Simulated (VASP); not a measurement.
The system is MgS.

```xyz
2
Lattice="0.0000 2.6015 2.6015 2.6015 0.0000 2.6015 2.6015 2.6015 0.0000" Properties=species:S:1:pos:R:3 pbc="T T T"
Mg    0.0000    0.0000    0.0000
S     2.6015    2.6015    2.6015
```

Base run:

- Program: VASP 6.6.1
- Functional: PBE
- Potentials or basis: VASP PAW PBE potentials, release 64 (Mg, S)
- Cutoff: 520 eV
- k mesh: 8 × 8 × 8
- Occupations: fermi-dirac, width 0.02 eV
- Spin: no spin polarisation

Its results: band gap on the k mesh 2.78 eV, indirect (least direct gap 3.71 eV); pressure 0.9 GPa.

Task: The run is repeated on the same cell with these changes: functional from PBE to r2SCAN; occupations from fermi-dirac, width 0.02 eV to gaussian, width 0.01 eV. What comes out?

Result: Band gap on the k mesh 3.43 eV, indirect (least direct gap 4.62 eV); pressure -0.5 GPa.

Caveats: the PAW data sets were made with another functional, which shifts forces and pressure a little (some runs).

A k mesh can miss the band edges.
